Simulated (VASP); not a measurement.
# SrO in VASP: further runs, part 2 of 2

VASP 6.6.1. Earlier steps stand in the parts before.

### Step 4. Single point, PBE, collinear spin, ferromagnetic start

This run uses another cell than the first one, of 195.66 Å³/atom, 1.043 times its volume.

File INCAR:

```
  PREC = Accurate
  ENCUT = 520
  EDIFF = 1E-7
  ISMEAR = 0
  SIGMA = 0.05
  LREAL = F
  LASPH = T
  NELM = 150
  ALGO = Normal
  ISIF = 2
  LWAVE = F
  LCHARG = T
  ISPIN = 2
  MAGMOM = 0.5 0.5
  LORBIT = 11
  GGA = PE
  LELF = T
  LVHAR = T
  NBANDS = 19
```

File KPOINTS:

```
regular mesh
0
Gamma
  1 1 14
```

File POSCAR:

```
SrO
1.0
    9.0000000000      0.0000000000      0.0000000000
    0.0000000000      9.3000000000      0.0000000000
    0.0000000000      0.0000000000      4.6752714920
Sr O
1 1
Direct
    0.5000000000      0.5000000000      0.0000000000
    0.5000000000      0.5000000000      0.5000000000
```

Potentials or basis: VASP PAW PBE potentials, release 64 (Sr_sv, O).

The run is started by

```bash
$ cat potpaw_PBE.64/Sr_sv/POTCAR potpaw_PBE.64/O/POTCAR > POTCAR
$ mpirun -np 1 vasp_std > vasp.out
```

OUTCAR:

```text
PREC = Accurate
   ENCUT = 520
   EDIFF = 1E-7
   ISMEAR = 0
   LREAL = F
   LASPH = T
   NELM = 150
   ISIF = 2
   ISPIN = 2
   LORBIT = 11
   GGA = PE

 ion  position               nearest neighbor table
   1  0.500  0.500  0.000-   2 2.34   2 2.34
   2  0.500  0.500  0.500-   1 2.34   1 2.34

  LATTYP: Found a simple orthorhombic cell.
 ALAT       =     4.6752714920
 B/A-ratio  =     1.9250218977
 C/A-ratio  =     1.9891892943

  Lattice vectors:

 A1 = (   0.0000000000,   0.0000000000,   4.6752714920)
 A2 = (   9.0000000000,   0.0000000000,   0.0000000000)
 A3 = (   0.0000000000,   9.3000000000,   0.0000000000)

Analysis of symmetry for initial positions (statically):
=====================================================================
 Subroutine PRICEL returns:
 Original cell was already a primitive cell.

 Routine SETGRP: Setting up the symmetry group for a
 simple orthorhombic supercell.

 Subroutine GETGRP returns: Found  8 space group operations
 (whereof  8 operations were pure point group operations)
 out of a pool of  8 trial point group operations.

The static configuration has the point symmetry D_2h.

Analysis of symmetry for dynamics (positions and initial velocities):
=====================================================================
 Subroutine PRICEL returns:
 Original cell was already a primitive cell.

 Routine SETGRP: Setting up the symmetry group for a
 simple orthorhombic supercell.

 Subroutine GETGRP returns: Found  8 space group operations
 (whereof  8 operations were pure point group operations)
 out of a pool of  8 trial point group operations.

The dynamic configuration has the point symmetry D_2h.

Analysis of structural, dynamic, and magnetic symmetry:
=====================================================================
 Subroutine PRICEL returns:
 Original cell was already a primitive cell.

 Routine SETGRP: Setting up the symmetry group for a
 simple orthorhombic supercell.

 Subroutine GETGRP returns: Found  8 space group operations
 (whereof  8 operations were pure point group operations)
 out of a pool of  8 trial point group operations.

The overall configuration has the point symmetry D_2h.

 Subroutine INISYM returns: Found  8 space group operations
 (whereof  8 operations are pure point group operations),
 and found     1 'primitive' translations

----------------------------------------------------------------------------------------

                                     Primitive cell

  volume of cell :     391.3202

  direct lattice vectors                    reciprocal lattice vectors
     9.000000000  0.000000000  0.000000000     0.111111111  0.000000000  0.000000000
     0.000000000  9.300000000  0.000000000     0.000000000  0.107526882  0.000000000
     0.000000000  0.000000000  4.675271492     0.000000000  0.000000000  0.213891322

  length of vectors
     9.000000000  9.300000000  4.675271492     0.111111111  0.107526882  0.213891322

  position of ions in fractional coordinates (direct lattice)
     0.500000000  0.500000000  0.000000000
     0.500000000  0.500000000  0.500000000

  ion indices of the primitive-cell ions
   primitive index   ion index
                 1           1
                 2           2

[... 49 lines left out ...]
   LNONCOLLINEAR =      F non collinear calculations
   LSORBIT =      F    spin-orbit coupling
   LASPH  =      T    aspherical Exc in radial PAW
   ENCUT  =  520.0 eV  38.22 Ry    6.18 a.u.  16.73 17.29  8.69*2*pi/ulx,y,z
   NELM   =    150;   NELMIN=  2; NELMDL= -5     # of ELM steps
   EDIFF  = 0.1E-06   stopping-criterion for ELM
   LREAL  =      F    real-space projection
   EDIFFG = 0.1E-05   stopping-criterion for IOM
   NSW    =      0    number of steps for IOM
   IBRION =     -1    ionic relax: 0-MD 1-quasi-New 2-CG
   NFREE  =      0    steps in history (QN), initial steepest desc. (CG)
   ISIF   =      2    stress and relaxation
   ISYM   =      2    0-nonsym 1-usesym 2-fastsym
   POTIM  = 0.5000    time-step for ionic-motion
   TEBEG  =    0.0;   TEEND  =   0.0 temperature during run
   PSTRESS=    0.0 pullay stress
   NELECT =      16.0000    total number of electrons
   NUPDOWN=      -1.0000    fix difference up-down
   EMIN   =  10.00;   EMAX   =-10.00  energy-range for DOS
   EFERMI =   0.00;   METHOD = LEGACY
   ISMEAR =     0;   SIGMA  =   0.05  broadening in eV -4-tet -1-fermi 0-gaus
   EFERMI_NEDOS =   21; number of points for ismear=-14 and -15
   IALGO  =     38    algorithm
   IMIX   =      4    mixing-type and parameters
     AMIX     =   0.40;   BMIX     =  1.00
     AMIX_MAG =   1.60;   BMIX_MAG =  1.00
  volume/ion in A,a.u.               =     195.66      1320.38
  Fermi-wavevector in a.u.,A,eV,Ry     =   0.563989  1.065785  4.327792  0.318084
  Thomas-Fermi vector in A             =   1.601361
   LORBIT       =     11    0 simple, 1 ext, 2 COOP (PROOUT), +10 PAW based schemes
   GGA     = PE    functional components
   LHFCALC =     F    Hartree Fock is set to
   AEXX    =    0.0000 exact exchange contribution
   IVDW    =     0    specifies the selected vdW correction
   LEPSILON=     F    determine dielectric tensor
   LRPA    =     F    only Hartree local field effects (RPA)
 spin polarized calculation
 Gauss-broadening in eV      SIGMA  =   0.05
  energy-cutoff  :      520.00
  volume of cell :      391.32
 maximum number of plane-waves:     10599
 NGX is ok and might be reduce to    70
   NGX = 33   NGY = 35   NGZ = 17

 number of electron      16.0000001 magnetization      -0.0000017

 number of electron      16.0000001 magnetization       0.0000030

 Free energy of the ion-electron system (eV)
  ---------------------------------------------------
  ext. energy  EPLUGINS =         0.00000000
  ---------------------------------------------------
  free energy    TOTEN  =        -9.22423527 eV

  energy without entropy =       -9.22423527  energy(sigma->0) =       -9.22423527

 E-fermi :  -1.8817     XC(G=0):  -2.0901

 val. band max:       -2.0995397713   @ k =   0.0000   0.0000   0.0000
 cond. band min:      -1.2901041953   @ k =   0.0000   0.0000   0.0000
 fundamental gap:      0.8094355761
 Fermi energy:        -1.8816805349

 spin component 1

 k-point     1 :       0.0000    0.0000    0.0000
  band No.  band energies     occupation
      1     -37.3977      1.00000
      2     -19.6749      1.00000
      3     -19.6747      1.00000
      4     -19.0254      1.00000
      5     -17.2265      1.00000
      6      -2.8066      1.00000
[... 152 lines left out ...]
      5     -15.8573      1.00000
      6      -4.0515      1.00000
[... 11 lines left out ...]
     18       2.8742      0.00000
     19       3.5260      0.00000
 Fermi energy:        -1.8816805349

 spin component 2

 k-point     1 :       0.0000    0.0000    0.0000
  band No.  band energies     occupation
      1     -37.3977      1.00000
      2     -19.6749      1.00000
      3     -19.6747      1.00000
      4     -19.0254      1.00000
      5     -17.2264      1.00000
      6      -2.8066      1.00000
[... 153 lines left out ...]
      6      -4.0515      1.00000
[... 11 lines left out ...]
     18       2.8734      0.00000
     19       3.5337      0.00000

------------------------ aborting loop because EDIFF is reached ----------------------------------------

  FORCE on cell =-STRESS in cart. coord.  units (eV):
  Direction    XX          YY          ZZ          XY          YZ          ZX
  --------------------------------------------------------------------------------------
  -------------------------------------------------------------------------------------
  Total        0.0251990      0.0144784     -4.4842934      0.0000000      0.0000000     -0.0000000
  in kB        0.1031720      0.0592787    -18.3599845      0.0000000      0.0000000     -0.0000000
  external PRESSURE =      -6.0658446 kB  Pullay stress =       0.0000000 kB

 VOLUME and BASIS-vectors are now :
 -----------------------------------------------------------------------------
  energy-cutoff  :      520.00
  volume of cell :      391.32
      direct lattice vectors                 reciprocal lattice vectors
     9.000000000  0.000000000  0.000000000     0.111111111  0.000000000  0.000000000
     0.000000000  9.300000000  0.000000000     0.000000000  0.107526882  0.000000000
     0.000000000  0.000000000  4.675271492     0.000000000  0.000000000  0.213891322

 POSITION                                       TOTAL-FORCE (eV/Angst)
 -----------------------------------------------------------------------------------
      4.50000      4.65000      0.00000         0.000000      0.000000      0.000000
      4.50000      4.65000      2.33764         0.000000      0.000000      0.000000
 -----------------------------------------------------------------------------------
    total drift:                                0.000000      0.000000      0.000000

  FREE ENERGIE OF THE ION-ELECTRON SYSTEM (eV)
  ---------------------------------------------------
  free  energy   TOTEN  =        -9.2242352710 eV

  energy  without entropy=       -9.2242352710  energy(sigma->0) =       -9.22423527

 total charge

# of ion       s       p       d       tot
------------------------------------------
    1        1.998   5.792   0.236   8.026
    2        1.562   3.343   0.000   4.905
--------------------------------------------------
tot          3.560   9.134   0.236  12.930

 magnetization (x)

# of ion       s       p       d       tot
------------------------------------------
    1       -0.000   0.000   0.000   0.000
    2        0.000   0.000   0.000   0.000
--------------------------------------------------
tot         -0.000   0.000   0.000   0.000
```

Run time: 4 min. Hardware: 1 thread of Intel Xeon Platinum 8375C at 2.90GHz (Ice Lake), shared host; peak memory 0.6 GiB.

Results:

```
Free energy                                           : -9.2242 eV
Band gap on the k mesh                                : 0.81 eV, direct
Net moment                                            : 0.00 μB per cell
Valence electrons inside the program's atomic spheres : Sr 8.03; O 4.91
```

### Step 5. Overview

```tsv
cell	gap on the mesh (eV)	moment (μB)
a = 9.000, b = 9.300, c = 4.483 Å, 2 atoms	0.47	0.00
a = 9.000, b = 9.300, c = 4.482 Å, 2 atoms	0.47	0.00
a = 9.000, b = 9.300, c = 4.675 Å, 2 atoms	0.81	0.00
```

Alike in all rows: task single point; level PBE; potentials or basis VASP PAW PBE potentials, release 64 (Sr_sv, O); spin collinear, ferromagnetic start; k mesh 1 × 1 × 14; cutoff (eV) 520; smearing gaussian 0.05 eV.

Total energies depend on the potentials used, so only differences within one code and one set of settings carry meaning.
